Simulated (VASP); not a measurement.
Write the native input for VASP 6.6.1 that does the following.

| Quantity | Value |
| --- | --- |
| Task | single point |
| Functional | r2SCAN |
| Potentials or basis | VASP PAW PBE potentials, release 64 (K_sv, Ta_pv, O) |
| Cutoff | 520 eV |
| k mesh | 6 × 6 × 6 |
| Occupations | gaussian, width 0.01 eV |
| Spin | no spin polarisation |
| Dipole correction | no |
| Further INCAR settings | ALGO = Normal; EDIFF = 1e-06; NBANDS = 27 |

The system is KTaO3.

```
CELL_PARAMETERS angstrom
3.99013 0.00000 0.00000
0.00000 3.99013 0.00000
0.00000 0.00000 4.14974
ATOMIC_POSITIONS crystal
K 0.00000 0.00000 0.00000
Ta 0.50000 0.50000 0.50000
O 0.50000 0.50000 0.00000
O 0.50000 0.00000 0.50000
O 0.00000 0.50000 0.50000
```

This cell differs from its parent crystal: uniaxial z strain +4.0%.

One way to write it, as run:

POSCAR

```
KTaO3
1.0
    3.9901311030      0.0000000000      0.0000000000
    0.0000000000      3.9901311030      0.0000000000
    0.0000000000      0.0000000000      4.1497363471
K Ta O
1 1 3
Direct
    0.0000000000      0.0000000000      0.0000000000
    0.5000000000      0.5000000000      0.5000000000
    0.5000000000      0.5000000000      0.0000000000
    0.5000000000      0.0000000000      0.5000000000
    0.0000000000      0.5000000000      0.5000000000
```

INCAR.step1

```
SYSTEM = KTaO3
PREC = Accurate
ENCUT = 520
ISMEAR = 0
SIGMA = 0.01
LREAL = .FALSE.
LASPH = .TRUE.
NELM = 100
NBANDS = 27
GGA = PE
ALGO = Normal
EDIFF = 1E-4
LWAVE = .TRUE.
LCHARG = .FALSE.
```

INCAR.step2

```
SYSTEM = KTaO3
PREC = Accurate
ENCUT = 520
EDIFF = 1E-6
ISMEAR = 0
SIGMA = 0.01
LREAL = .FALSE.
LASPH = .TRUE.
NELM = 100
ALGO = Normal
ISIF = 2
LWAVE = .FALSE.
LCHARG = .FALSE.
METAGGA = R2SCAN
LMIXTAU = .TRUE.
NBANDS = 27
ISTART = 1
```

KPOINTS

```
regular mesh
0
G
  6 6 6
  0 0 0
```

Potentials or basis: VASP PAW PBE potentials, release 64 (K_sv, Ta_pv, O).

Command:

```bash
$ cat potpaw_PBE.64/K_sv/POTCAR potpaw_PBE.64/Ta_pv/POTCAR potpaw_PBE.64/O/POTCAR > POTCAR
$ cp INCAR.step1 INCAR
$ mpirun -np 1 vasp_std > vasp.out
$ cp INCAR.step2 INCAR
$ mpirun -np 1 vasp_std > vasp.out
```

It gave:

| Property | Result |
| --- | --- |
| Pressure | -6.2 GPa |
| Band gap on the k mesh | 2.44 eV, indirect (least direct gap 3.07 eV) |

Caveat: the cell differs from its parent crystal (uniaxial z strain +4.0%); the PAW data sets were made with another functional, which shifts forces and pressure a little; spin-orbit coupling is left out, which moves the levels of the heavy elements.

Wall time 2.8 min on 1 thread of Intel(R) Xeon(R) 6975P-C (Granite Rapids), with other jobs on the host, peak memory 0.22 GiB.
